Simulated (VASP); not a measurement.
# P (Im-3m) in VASP: notebook, part 2 of 2

VASP 6.6.1.

### 5 Single point, PBE

This run uses another cell than the first one, of 14.26 Å³/atom.

Contents of INCAR:

```
SYSTEM = P
PREC = Accurate
ENCUT = 500
EDIFF = 1E-6
ISMEAR = -1
SIGMA = 0.05
LREAL = .False.
LASPH = .True.
NELM = 120
ALGO = Normal
ISIF = 2
LWAVE = .False.
LCHARG = .False.
GGA = PE
NBANDS = 8
GGA_COMPAT = .False.
```

Contents of KPOINTS:

```
regular mesh
0
Gamma
  21 21 21
  0 0 0
```

Contents of POSCAR:

```
P
1.0
   -1.5276548097      1.5276548097      1.5276548097
    1.5276548097     -1.5276548097      1.5276548097
    1.5276548097      1.5276548097     -1.5276548097
P
1
Direct
    0.0000000000      0.0000000000      0.0000000000
```

Potentials or basis: VASP PAW PBE potentials, release 64 (P).

Command:

```
$ cat potpaw_PBE.64/P/POTCAR > POTCAR
$ mpirun -np 1 vasp_std > vasp.out
```

OUTCAR:

```text
SYSTEM = P
   PREC = Accurate
   ENCUT = 500
   EDIFF = 1E-6
   ISMEAR = -1
   LREAL = .False.
   LASPH = .True.
   NELM = 120
   ISIF = 2
   GGA = PE

 ion  position               nearest neighbor table
   1  0.000  0.000  0.000-

  LATTYP: Found a body centered cubic cell.
 ALAT       =     3.0553096194

  Lattice vectors:

 A1 = (  -1.5276548097,   1.5276548097,   1.5276548097)
 A2 = (   1.5276548097,  -1.5276548097,   1.5276548097)
[... 440 lines left out ...]
      6      21.2496      0.00000
      7      24.5096      0.00000
      8      26.8233      0.00000

 [... further k-points ...]

------------------------ aborting loop because EDIFF is reached ----------------------------------------

  FORCE on cell =-STRESS in cart. coord.  units (eV):
  Direction    XX          YY          ZZ          XY          YZ          ZX
  --------------------------------------------------------------------------------------
  -------------------------------------------------------------------------------------
  Total       -0.0163460     -0.0163460     -0.0163460      0.0000000      0.0000000      0.0000000
  in kB       -1.8364841     -1.8364841     -1.8364841      0.0000000      0.0000000      0.0000000
  external PRESSURE =      -1.8364841 kB  Pullay stress =       0.0000000 kB

 VOLUME and BASIS-vectors are now :
 -----------------------------------------------------------------------------
  energy-cutoff  :      500.00
  volume of cell :       14.26
      direct lattice vectors                 reciprocal lattice vectors
    -1.527654810  1.527654810  1.527654810     0.000000000  0.327299071  0.327299071
     1.527654810 -1.527654810  1.527654810     0.327299071  0.000000000  0.327299071
     1.527654810  1.527654810 -1.527654810     0.327299071  0.327299071  0.000000000

 POSITION                                       TOTAL-FORCE (eV/Angst)
 -----------------------------------------------------------------------------------
      0.00000      0.00000      0.00000        -0.000000      0.000000     -0.000000
 -----------------------------------------------------------------------------------
    total drift:                               -0.000000     -0.000000     -0.000000

  FREE ENERGIE OF THE ION-ELECTRON SYSTEM (eV)
  ---------------------------------------------------
  free  energy   TOTEN  =        -4.6841330366 eV

  energy  without entropy=       -4.6800687149  energy(sigma->0) =       -4.68210088
```

Run time: 10 s. Hardware: 1 thread of AMD EPYC 9R45 (Zen 5), shared host; peak memory 0.11 GiB.

Results:

```yaml
Free_energy: -4.6841 eV
Pressure: -0.2 GPa
Band_gap_on_the_k_mesh: zero (an odd number of electrons rules out a gap without spin polarisation)
```

### 6 Relaxation of cell and atoms, PBE

This run uses another cell than the first one, of 14.61 Å³/atom.

Contents of INCAR:

```
ALGO = Normal
EDIFF = 1E-7
EDIFFG = -0.03
ENCUT = 500
GGA = PE
GGA_COMPAT = False
IBRION = 2
ISIF = 3
ISMEAR = -1
LASPH = True
LCHARG = False
LREAL = False
LWAVE = False
NELM = 120
NELMIN = 4
NSW = 60
PREC = Accurate
SIGMA = 0.05
```

Contents of KPOINTS:

```
k-points
0
Gamma
  21 21 21
```

Contents of POSCAR:

```
P
1.0
   -1.5400000000      1.5400000000      1.5400000000
    1.5400000000     -1.5400000000      1.5400000000
    1.5400000000      1.5400000000     -1.5400000000
P
1
Direct
    0.0000000000      0.0000000000      0.0000000000
```

Potentials or basis: VASP PAW PBE potentials, release 64 (P).

Command:

```
$ cat potpaw_PBE.64/P/POTCAR > POTCAR
$ mpirun -np 1 vasp_std > vasp.out
```

Run time: 17 s. Hardware: 1 thread of AMD EPYC 9R45 (Zen 5), shared host; peak memory 0.1 GiB.

It converged, with:

* Free energy: -4.6842 eV
* Relaxed volume: 14.24 Å³/atom
* Relaxed cell: a = 2.644 Å, b = 2.644 Å, c = 2.644 Å, α = 109.47°, β = 109.47°, γ = 109.47°
* Space group after relaxing (to 0.1 Å): Im-3m (No. 229)
* Energy gained by relaxing: 2.9 meV/atom
* Ionic steps: 3
* Pressure after relaxing: 0.0 GPa
* Band gap on the k mesh: zero (an odd number of electrons rules out a gap without spin polarisation)

Step by step:
```tsv
step	energy change (eV)	largest force (eV/Å)	pressure (GPa)	volume (Å³)
1	0.0000	0.0000	-2.41	14.61
2	-0.0027	0.0000	0.60	14.15
3	-0.0029	0.0000	0.01	14.24
```

Final structure:
```
P
1.0
    -1.52675    1.52675    1.52675
     1.52675   -1.52675    1.52675
     1.52675    1.52675   -1.52675
P
1
Cartesian
  0.0000 0.0000 0.0000
```

Levels at points of the mesh, in eV from the Fermi level:
```
           k point  band 1  band 2  band 3  band 4  band 5  band 6
(0.00, 0.00, 0.00)  -16.45    7.16    7.16    7.16   11.98   11.98
```

### 7 Relaxation of cell and atoms, PBE, target pressure 20 GPa, at which the enthalpy is minimised

This run uses another cell than the first one, of 14.61 Å³/atom.

Contents of INCAR:

```
SYSTEM = P
  PREC = Accurate
  ENCUT = 500
  EDIFF = 1E-7
  ISMEAR = -1
  SIGMA = 0.05
  LREAL = .False.
  LASPH = .True.
  NELM = 120
  ALGO = Normal
  ISIF = 3
  LWAVE = .False.
  LCHARG = .False.
  GGA = PE
  IBRION = 2
  NSW = 60
  EDIFFG = -0.03
  PSTRESS = 200.0
  GGA_COMPAT = .False.
  NELMIN = 4
```

Contents of KPOINTS:

```
regular mesh
0
Gamma
  21 21 21
  0 0 0
```

POSCAR is that of step 6.

Command:

```
$ cat potpaw_PBE.64/P/POTCAR > POTCAR
$ mpirun -np 1 vasp_std > vasp.out
```

It took 23 s on 1 thread of AMD EPYC 9R45 (Zen 5), shared host; peak memory 0.11 GiB.

The run converged. Its results:

```
Free energy                                                : -4.5713 eV
Relaxed volume                                             : 12.17 Å³/atom
Relaxed cell                                               : a = 2.510 Å, b = 2.510 Å, c = 2.510 Å, α = 109.47°, β = 109.47°, γ = 109.47°
Space group after relaxing (to 0.1 Å)                      : Im-3m (No. 229)
Energy change on relaxing (the run minimises the enthalpy) : +110.1 meV/atom
Ionic steps                                                : 4
Pressure after relaxing                                    : 19.9 GPa
Band gap on the k mesh                                     : zero (an odd number of electrons rules out a gap without spin polarisation)
```

The path:
```
step  energy change (eV)  largest force (eV/Å)  pressure (GPa)  volume (Å³)
   1              0.0000                0.0000           -2.41        14.61
   2              0.4112                0.0000           47.66        10.70
   3              0.1041                0.0000           19.22        12.22
   4              0.1101                0.0000           19.91        12.17
```

Final structure:
```
CELL_PARAMETERS angstrom
-1.44915 1.44915 1.44915
1.44915 -1.44915 1.44915
1.44915 1.44915 -1.44915
ATOMIC_POSITIONS crystal
P 0.00000 0.00000 0.00000
```

Levels at points of the mesh, in eV from the Fermi level:
| k point | band 1 | band 2 | band 3 | band 4 | band 5 | band 6 |
| --- | --- | --- | --- | --- | --- | --- |
| (0.00, 0.00, 0.00) | -18.22 | 8.82 | 8.82 | 8.82 | 12.39 | 12.39 |

Caveat: the cell is relaxed towards a set pressure, so the run minimises the enthalpy, not the energy; the volume moved by over 15 % at a fixed basis, so the end points are rough.

### 8 The runs side by side

```csv
task,cell,gap on the mesh (eV),pressure (GPa)
single point,"a = 2.372 Å, angles 109.5°, 1 atom",none,59.1
single point,"a = 2.432 Å, angles 109.5°, 1 atom",none,39.4
single point,"a = 2.511 Å, angles 109.5°, 1 atom",none,19.6
single point,"a = 2.646 Å, angles 109.5°, 1 atom",none,-0.2
relaxation of cell and atoms,"relaxed from a = 2.667 Å, angles 109.5°, 1 atom",none,0.0
relaxation of cell and atoms,"relaxed to 20 GPa from a = 2.667 Å, angles 109.5°, 1 atom",none,19.9
```

Alike in all rows: level PBE; potentials or basis VASP PAW PBE potentials, release 64 (P); no spin polarisation; k mesh 21 × 21 × 21; cutoff (eV) 500; smearing fermi-dirac 0.05 eV.

Caveats: the cell stands under pressure (at least some runs); the cell is relaxed towards a set pressure, so the run minimises the enthalpy, not the energy (at least some runs); the volume moved by over 15 % at a fixed basis, so the end points are rough (at least some runs).

Total energies depend on the potentials used, so only differences within one code and one set of settings carry meaning.
